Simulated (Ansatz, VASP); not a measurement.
**One calculation of CaO, two programs**

```
Ca O
1.0
    -1.66763    1.66763    7.87498
     1.66763   -1.66763    7.87498
     1.66763    1.66763   -7.87498
Ca O
2 2
Cartesian
  0.0000 0.0000 5.0463
  0.0000 0.0000 10.7036
  0.0000 0.0000 2.8636
  0.0000 0.0000 12.8864
```

Change from the starting cell: strain -0.0750 x Voigt [0, 0, 1, 0, 0, 0], atoms carried along.

Alike in both runs: task single point; functional PBEsol; k mesh 12 × 12 × 12; occupations gaussian, width 0.05 eV; no spin polarisation.

|  | VASP | Ansatz |
| --- | --- | --- |
| version | VASP 6.6.1 | Ansatz 0.2.0 |
| potentials or method | VASP PAW PBE potentials, release 64 (Ca_sv, O), cutoff 520 eV | scalar-relativistic, plane waves, PAW |
| valence electrons in the cell | 32 | 32 |

```tsv
	VASP	Ansatz	Ansatz less VASP
gap on the k mesh at the Fermi level (eV)	2.39	2.40	+0.009
least direct gap on the mesh (eV)	2.39	2.40	+0.009
pressure (GPa)	0.8	0.4	-0.42
traceless stress, the component that is largest in VASP (GPa)	4.07	4.13	+0.064
rms of the force components (eV/Å)	0.370	0.335	-0.0346
```

VASP's potentials were made for PBE, not for PBEsol. Atom by atom the forces differ by 0.035 eV/Å (rms over components). With one functional, cell and mesh, what is left measures potentials, basis and numerics.
